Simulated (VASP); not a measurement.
# LiF (P6_3mc) in VASP: notebook

LiF is run at these levels: PBE; tasks: single point.

All numbers are computed with VASP 6.6.1; they aren't measurements. Logs are shortened: lines on timing, memory, paths and dates and some standing lists are left out, and cuts for length are marked.

## 1. The cell of the first run

It takes space group P6_3mc (No. 186, hexagonal). The conventional cell has a = 3.062 Å, b = 3.062 Å, c = 5.109 Å, α = 90.00°, β = 90.00°, γ = 120.00°. Within 2.4 Å of Li (site symmetry 3m) lie 4 F at 1.83 to 2.08 Å. Within 2.4 Å of F (site symmetry 3m) lie 4 Li at 1.83 to 2.08 Å.

## 2. Single point, PBE

INCAR reads:

```
  PREC = Accurate
  ENCUT = 520
  EDIFF = 1E-7
  ISMEAR = 0
  SIGMA = 0.05
  LREAL = F
  LASPH = T
  NELM = 100
  ALGO = Normal
  ISIF = 2
  LWAVE = F
  LCHARG = F
  GGA = PE
  NBANDS = 18
```

KPOINTS reads:

```
regular mesh
0
Gamma
  9 9 6
```

POSCAR reads:

```
LiF
1.0
    3.0619407579      0.0000000000      0.0000000000
   -1.5309703789      2.6517184812      0.0000000000
    0.0000000000      0.0000000000      5.1088481545
Li F
2 2
Direct
    0.3333333333      0.6666666667      0.4014716674
    0.6666666667      0.3333333333      0.9014716674
    0.3333333333      0.6666666667      0.9939266766
    0.6666666667      0.3333333333      0.4939266766
```

Potentials or basis: VASP PAW PBE potentials, release 64 (Li_sv, F).

Command:

```
cat potpaw_PBE.64/Li_sv/POTCAR potpaw_PBE.64/F/POTCAR > POTCAR
mpirun -np 1 vasp_std > vasp.out
```

OUTCAR:

```text
PREC = Accurate
   ENCUT = 520
   EDIFF = 1E-7
   ISMEAR = 0
   LREAL = F
   LASPH = T
   NELM = 100
   ISIF = 2
   GGA = PE

 ion  position               nearest neighbor table
   1  0.333  0.667  0.401-   4 1.83   4 1.83   4 1.83   3 2.08
   2  0.667  0.333  0.901-   3 1.83   3 1.83   3 1.83   4 2.08
   3  0.333  0.667  0.994-   2 1.83   2 1.83   2 1.83   1 2.08
   4  0.667  0.333  0.494-   1 1.83   1 1.83   1 1.83   2 2.08

  LATTYP: Found a hexagonal cell.
 ALAT       =     3.0619407579
 C/A-ratio  =     1.6685000000

  Lattice vectors:

 A1 = (   3.0619407579,   0.0000000000,   0.0000000000)
 A2 = (  -1.5309703789,   2.6517184812,   0.0000000000)
 A3 = (   0.0000000000,   0.0000000000,   5.1088481545)

Analysis of symmetry for initial positions (statically):
=====================================================================
 Subroutine PRICEL returns:
 Original cell was already a primitive cell.

 Routine SETGRP: Setting up the symmetry group for a
 hexagonal supercell.

 Subroutine GETGRP returns: Found 12 space group operations
 (whereof  6 operations were pure point group operations)
 out of a pool of 24 trial point group operations.

The static configuration has the point symmetry C_3v.
 The point group associated with its full space group is C_6v.

Analysis of symmetry for dynamics (positions and initial velocities):
=====================================================================
 Subroutine PRICEL returns:
 Original cell was already a primitive cell.

 Routine SETGRP: Setting up the symmetry group for a
 hexagonal supercell.

 Subroutine GETGRP returns: Found 12 space group operations
 (whereof  6 operations were pure point group operations)
 out of a pool of 24 trial point group operations.

The dynamic configuration has the point symmetry C_3v.
 The point group associated with its full space group is C_6v.

 Subroutine INISYM returns: Found 12 space group operations
 (whereof  6 operations are pure point group operations),
 and found     1 'primitive' translations

----------------------------------------------------------------------------------------

                                     Primitive cell

  volume of cell :      41.4808

  direct lattice vectors                    reciprocal lattice vectors
     3.061940758  0.000000000  0.000000000     0.326590251  0.188556969  0.000000000
    -1.530970379  2.651718481  0.000000000     0.000000000  0.377113938  0.000000000
     0.000000000  0.000000000  5.108848155     0.000000000  0.000000000  0.195738838

  length of vectors
     3.061940758  3.061940758  5.108848155     0.377113938  0.377113938  0.195738838

  position of ions in fractional coordinates (direct lattice)
     0.333333333  0.666666667  0.401471667
     0.666666667  0.333333333  0.901471667
     0.333333333  0.666666667  0.993926677
     0.666666667  0.333333333  0.493926677

  ion indices of the primitive-cell ions
   primitive index   ion index
                 1           1
                 2           2
                 3           3
                 4           4

----------------------------------------------------------------------------------------

 KPOINTS: regular mesh

Automatic generation of k-mesh.
 Grid dimensions read from file:
 generate k-points for:    9    9    6

 Generating k-lattice:

  Cartesian coordinates                     Fractional coordinates (reciprocal lattice)
     0.036287806  0.020950774  0.000000000     0.111111111  0.000000000  0.000000000
     0.000000000  0.041901549  0.000000000     0.000000000  0.111111111  0.000000000
     0.000000000  0.000000000  0.032623140     0.000000000  0.000000000  0.166666667

  Length of vectors
     0.041901549  0.041901549  0.032623140

  Shift w.r.t. Gamma in fractional coordinates (k-lattice)
     0.000000000  0.000000000  0.000000000

 Subroutine IBZKPT returns following result:
 ===========================================

 Found     48 irreducible k-points:

 Following reciprocal coordinates:
            Coordinates               Weight
  0.000000  0.000000  0.000000      1.000000
  0.111111 -0.000000  0.000000      6.000000
  0.222222  0.000000  0.000000      6.000000
  0.333333 -0.000000  0.000000      6.000000
  0.444444  0.000000  0.000000      6.000000
  0.111111  0.111111  0.000000      6.000000
[... 16 lines left out ...]
  0.333333  0.222222  0.166667     24.000000
  0.333333  0.333333  0.166667      4.000000
 [... further k-points ...]
   k-points           NKPTS =     48   k-points in BZ     NKDIM =     48   number of bands    NBANDS=     18
   number of dos      NEDOS =    301   number of ions     NIONS =      4
   total plane-waves  NPLWV =  23040
   dimension x,y,z NGX =    24 NGY =   24 NGZ =   40
   dimension x,y,z NGXF=    48 NGYF=   48 NGZF=   80
   ions per type =               2   2
   NGX,Y,Z   is equivalent  to a cutoff of  13.03, 13.03, 13.02 a.u.
   NGXF,Y,Z  is equivalent  to a cutoff of  26.06, 26.06, 26.03 a.u.
 SYSTEM =  unknown system
   PREC   = accura    normal or accurate (medium, high low for compatibility)
   ISTART =      0    job   : 0-new  1-cont  2-samecut
   ICHARG =      2    charge: 1-file 2-atom 10-const
   ISPIN  =      1    spin polarized calculation?
   LNONCOLLINEAR =      F non collinear calculations
   LSORBIT =      F    spin-orbit coupling
   LASPH  =      T    aspherical Exc in radial PAW
   ENCUT  =  520.0 eV  38.22 Ry    6.18 a.u.   5.69  5.69  9.50*2*pi/ulx,y,z
   NELM   =    100;   NELMIN=  2; NELMDL= -5     # of ELM steps
   EDIFF  = 0.1E-06   stopping-criterion for ELM
   LREAL  =      F    real-space projection
   EDIFFG = 0.1E-05   stopping-criterion for IOM
   NSW    =      0    number of steps for IOM
   IBRION =     -1    ionic relax: 0-MD 1-quasi-New 2-CG
   NFREE  =      0    steps in history (QN), initial steepest desc. (CG)
   ISIF   =      2    stress and relaxation
   ISYM   =      2    0-nonsym 1-usesym 2-fastsym
   POTIM  = 0.5000    time-step for ionic-motion
   TEBEG  =    0.0;   TEEND  =   0.0 temperature during run
   PSTRESS=    0.0 pullay stress
   NELECT =      20.0000    total number of electrons
   NUPDOWN=      -1.0000    fix difference up-down
   EMIN   =  10.00;   EMAX   =-10.00  energy-range for DOS
   EFERMI =   0.00;   METHOD = LEGACY
   ISMEAR =     0;   SIGMA  =   0.05  broadening in eV -4-tet -1-fermi 0-gaus
   EFERMI_NEDOS =   21; number of points for ismear=-14 and -15
   IALGO  =     38    algorithm
   IMIX   =      4    mixing-type and parameters
     AMIX     =   0.40;   BMIX     =  1.00
     AMIX_MAG =   1.60;   BMIX_MAG =  1.00
  volume/ion in A,a.u.               =      10.37        69.98
  Fermi-wavevector in a.u.,A,eV,Ry     =   1.283716  2.425872 22.421420  1.647928
  Thomas-Fermi vector in A             =   2.415953
   LORBIT       =      0    0 simple, 1 ext, 2 COOP (PROOUT), +10 PAW based schemes
   GGA     = PE    functional components
   LHFCALC =     F    Hartree Fock is set to
   AEXX    =    0.0000 exact exchange contribution
   IVDW    =     0    specifies the selected vdW correction
   LEPSILON=     F    determine dielectric tensor
   LRPA    =     F    only Hartree local field effects (RPA)
 non-spin polarized calculation
 Gauss-broadening in eV      SIGMA  =   0.05
  energy-cutoff  :      520.00
  volume of cell :       41.48
 maximum number of plane-waves:      1132
 NGX is ok and might be reduce to    24
   NGX = 11   NGY = 11   NGZ = 19

 number of electron      19.9999966 magnetization

 Free energy of the ion-electron system (eV)
  ---------------------------------------------------
  ext. energy  EPLUGINS =         0.00000000
  ---------------------------------------------------
  free energy    TOTEN  =       -19.22309230 eV

  energy without entropy =      -19.22309230  energy(sigma->0) =      -19.22309230

 E-fermi :  -2.4535     XC(G=0):  -8.6313

 val. band max:       -2.6623177214   @ k =   0.0000   0.0000   0.0000
 cond. band min:       4.8818059402   @ k =   0.0000   0.0000   0.0000
 fundamental gap:      7.5441236616
 Fermi energy:        -2.4534959244

 k-point     1 :       0.0000    0.0000    0.0000
  band No.  band energies     occupation
      1     -43.1965      2.00000
      2     -43.1719      2.00000
      3     -22.0433      2.00000
      4     -21.8357      2.00000
      5      -4.7350      2.00000
      6      -3.0762      2.00000
[... 10 lines left out ...]
     17      16.9214      0.00000
     18      16.9214      0.00000

 k-point     2 :       0.1111   -0.0000    0.0000
  band No.  band energies     occupation
      1     -43.1929      2.00000
      2     -43.1696      2.00000
      3     -22.0294      2.00000
      4     -21.8327      2.00000
      5      -4.6609      2.00000
      6      -3.2121      2.00000
[... 10 lines left out ...]
     17      17.0862      0.00000
     18      17.1497      0.00000

 k-point     3 :       0.2222    0.0000    0.0000
  band No.  band energies     occupation
      1     -43.1835      2.00000
      2     -43.1640      2.00000
      3     -21.9928      2.00000
      4     -21.8279      2.00000
      5      -4.4682      2.00000
      6      -3.5906      2.00000
[... 10 lines left out ...]
     17      17.0582      0.00000
     18      17.3705      0.00000

 k-point     4 :       0.3333   -0.0000    0.0000
  band No.  band energies     occupation
      1     -43.1722      2.00000
      2     -43.1580      2.00000
      3     -21.9445      2.00000
      4     -21.8268      2.00000
      5      -4.3466      2.00000
      6      -3.8863      2.00000
[... 10 lines left out ...]
     17      17.0058      0.00000
     18      17.1152      0.00000

 k-point     5 :       0.4444    0.0000    0.0000
  band No.  band energies     occupation
      1     -43.1640      2.00000
      2     -43.1551      2.00000
      3     -21.9043      2.00000
      4     -21.8349      2.00000
      5      -4.5057      2.00000
      6      -3.9204      2.00000
[... 10 lines left out ...]
     17      16.8109      0.00000
     18      17.2053      0.00000

 k-point     6 :       0.1111    0.1111    0.0000
  band No.  band energies     occupation
      1     -43.1864      2.00000
      2     -43.1656      2.00000
      3     -22.0043      2.00000
      4     -21.8288      2.00000
      5      -4.5240      2.00000
      6      -3.4669      2.00000
[... 10 lines left out ...]
     17      17.2529      0.00000
     18      17.6554      0.00000

 k-point     7 :       0.2222    0.1111    0.0000
  band No.  band energies     occupation
      1     -43.1760      2.00000
      2     -43.1599      2.00000
      3     -21.9612      2.00000
      4     -21.8260      2.00000
      5      -4.3153      2.00000
      6      -3.9109      2.00000
[... 10 lines left out ...]
     17      16.9719      0.00000
     18      17.6509      0.00000

 k-point     8 :       0.3333    0.1111    0.0000
  band No.  band energies     occupation
      1     -43.1661      2.00000
      2     -43.1556      2.00000
      3     -21.9156      2.00000
      4     -21.8304      2.00000
      5      -4.4159      2.00000
      6      -3.9636      2.00000
[... 10 lines left out ...]
     17      16.2770      0.00000
     18      17.6248      0.00000
[... 229 lines left out ...]
     17      16.8328      0.00000
     18      17.5224      0.00000

 k-point    20 :       0.3333    0.1111    0.1667
  band No.  band energies     occupation
      1     -43.1654      2.00000
      2     -43.1563      2.00000
      3     -21.9102      2.00000
      4     -21.8365      2.00000
      5      -4.4031      2.00000
      6      -4.0025      2.00000
[... 10 lines left out ...]
     17      16.3760      0.00000
     18      17.5082      0.00000

 k-point    21 :       0.4444    0.1111    0.1667
  band No.  band energies     occupation
      1     -43.1611      2.00000
      2     -43.1550      2.00000
      3     -21.8881      2.00000
      4     -21.8421      2.00000
      5      -4.5292      2.00000
      6      -4.0052      2.00000
[... 10 lines left out ...]
     17      16.0861      0.00000
     18      17.5064      0.00000

 k-point    22 :       0.2222    0.2222    0.1667
  band No.  band energies     occupation
      1     -43.1661      2.00000
      2     -43.1566      2.00000
      3     -21.9141      2.00000
      4     -21.8349      2.00000
      5      -4.2916      2.00000
      6      -4.1155      2.00000
[... 10 lines left out ...]
     17      16.2208      0.00000
     18      18.1940      0.00000

 k-point    23 :       0.3333    0.2222    0.1667
  band No.  band energies     occupation
      1     -43.1595      2.00000
      2     -43.1547      2.00000
      3     -21.8809      2.00000
      4     -21.8423      2.00000
      5      -4.5247      2.00000
      6      -3.9892      2.00000
[... 10 lines left out ...]
     17      15.6228      0.00000
     18      17.9408      0.00000

 k-point    24 :       0.3333    0.3333    0.1667
  band No.  band energies     occupation
      1     -43.1556      2.00000
      2     -43.1556      2.00000
      3     -21.8567      2.00000
      4     -21.8567      2.00000
      5      -4.5898      2.00000
      6      -3.9065      2.00000
[... 10 lines left out ...]
     17      15.3142      0.00000
     18      18.2293      0.00000

 [... further k-points ...]

------------------------ aborting loop because EDIFF is reached ----------------------------------------

  FORCE on cell =-STRESS in cart. coord.  units (eV):
  Direction    XX          YY          ZZ          XY          YZ          ZX
  --------------------------------------------------------------------------------------
  -------------------------------------------------------------------------------------
  Total        0.8878741      0.8878741     -0.9499623      0.0000000      0.0000000      0.0000000
  in kB       34.2937333     34.2937333    -36.6918612      0.0000000      0.0000000      0.0000000
  external PRESSURE =      10.6318684 kB  Pullay stress =       0.0000000 kB

 VOLUME and BASIS-vectors are now :
 -----------------------------------------------------------------------------
  energy-cutoff  :      520.00
  volume of cell :       41.48
      direct lattice vectors                 reciprocal lattice vectors
     3.061940758  0.000000000  0.000000000     0.326590251  0.188556969  0.000000000
    -1.530970379  2.651718481  0.000000000     0.000000000  0.377113938  0.000000000
     0.000000000  0.000000000  5.108848155     0.000000000  0.000000000  0.195738838

 POSITION                                       TOTAL-FORCE (eV/Angst)
 -----------------------------------------------------------------------------------
     -0.00000      1.76781      2.05106        -0.000000      0.000000     -0.299791
      1.53097      0.88391      4.60548         0.000000     -0.000000     -0.299791
     -0.00000      1.76781      5.07782         0.000000      0.000000      0.299791
      1.53097      0.88391      2.52340         0.000000     -0.000000      0.299791
 -----------------------------------------------------------------------------------
    total drift:                                0.000001      0.000001      0.000572

  FREE ENERGIE OF THE ION-ELECTRON SYSTEM (eV)
  ---------------------------------------------------
  free  energy   TOTEN  =       -19.2230922974 eV

  energy  without entropy=      -19.2230922974  energy(sigma->0) =      -19.22309230
```

It took 20 s on 1 thread of Intel Xeon Platinum 8488C (Sapphire Rapids), shared host; peak memory 0.16 GiB.

Results:

```yaml
Free_energy: -19.2231 eV
Largest_force: 0.300 eV/Å
Band_gap_on_the_k_mesh: 7.54 eV
```

Forces in eV/Å, atoms in the order of the input:
```
Li   0.000  0.000 -0.300
Li   0.000  0.000 -0.300
F    0.000  0.000  0.300
F    0.000  0.000  0.300
```

Caveat: the cutoff is under 1.25 times the usual one of these potentials, so pressure, stress and relaxed cells hold a basis-set (Pulay) error; an odd mesh through Γ misses points on the zone boundary, where band edges can lie.

(Continued in part 2 of 2.)
